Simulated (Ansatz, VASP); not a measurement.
## MgO: VASP beside Ansatz

INCAR

```
ALGO = Normal
EDIFF = 1E-6
ENCUT = 520
GGA = PE
ISIF = 2
ISMEAR = 0
LASPH = T
LCHARG = F
LREAL = F
LWAVE = F
NBANDS = 26
NELM = 60
PREC = Accurate
SIGMA = 0.05
```

The input KPOINTS:

```
k-points
0
Gamma
  9 9 2
```

The input POSCAR:

```
MgO
1.0
    3.2803754002      0.0000000000      0.0000000000
   -1.6401877001      2.8408884305      0.0000000000
    0.0000000000      0.0000000000     10.5147056238
Mg O
4 4
Direct
    0.3333333333      0.6666666667      0.9694791811
    0.0000000000      0.0000000000      0.2208070585
    0.0000000000      0.0000000000      0.7208070585
    0.6666666667      0.3333333333      0.4694791811
    0.3333333333      0.6666666667      0.7800540723
   -0.2011964850      0.0000000000      0.4668886358
    0.0000000000      0.0000000000      0.0296578681
    0.6666666667      0.3333333333      0.2800540723
```

Input for Ansatz:

```yaml
crystal:
  lattice:
    - [3.2803754002, 0.0, 0.0]
    - [-1.6401877001, 2.8408884305, 0.0]
    - [0.0, 0.0, 10.5147056238]
  atoms:
    - { symbol: Mg, position: [0.3333333333, 0.6666666667, 0.9694791811] }
    - { symbol: Mg, position: [0.0, 0.0, 0.2208070585] }
    - { symbol: Mg, position: [0.0, 0.0, 0.7208070585] }
    - { symbol: Mg, position: [0.6666666667, 0.3333333333, 0.4694791811] }
    - { symbol: O, position: [0.3333333333, 0.6666666667, 0.7800540723] }
    - { symbol: O, position: [-0.201196485, 0.0, 0.4668886358] }
    - { symbol: O, position: [0.0, 0.0, 0.0296578681] }
    - { symbol: O, position: [0.6666666667, 0.3333333333, 0.2800540723] }
basis:
  ecutwfc: 420
kpoints:
  mp_grid: { grid: [9, 9, 2] }
hamiltonian:
  xc: pbe
  pseudopotentials: { kind: paw, azcp: { folder: soft_1 } }
scf:
  occupations: { method: gaussian, width: 0.05 }
output:
  forces: true
  stress: true
  eigenvalues: true
  write_density: true
  write_potential: true
  elf: true
  volumetric_format: npy
```

Alike in both runs: task single point; functional PBE; k mesh 9 × 9 × 2; occupations gaussian, width 0.05 eV; no spin polarisation.

|  | VASP | Ansatz |
| --- | --- | --- |
| version | VASP 6.6.1 | Ansatz 0.2.0 |
| potentials or method | VASP PAW PBE potentials, release 64 (Mg, O), cutoff 520 eV | scalar-relativistic, plane waves, PAW |
| valence electrons in the cell | 32 | 64 |

Ansatz gave:

* gap on the k mesh at the Fermi level (eV): 0.96
* least direct gap on the mesh (eV): 0.97
* pressure (GPa): 20.6
* traceless stress, the component that is largest in VASP (GPa): -31.81
* rms of the force components (eV/Å): 8.273

Which values does VASP return?

gap on the k mesh at the Fermi level (eV): 0.93; least direct gap on the mesh (eV): 0.94; pressure (GPa): 22.2; traceless stress, the component that is largest in VASP (GPa): -34.75; rms of the force components (eV/Å): 9.014.

Atom by atom the forces differ by 0.748 eV/Å (rms over components). VASP's potentials hold 32 valence electrons a cell and Ansatz's 64, so a difference there can come from the potentials and not from the codes.
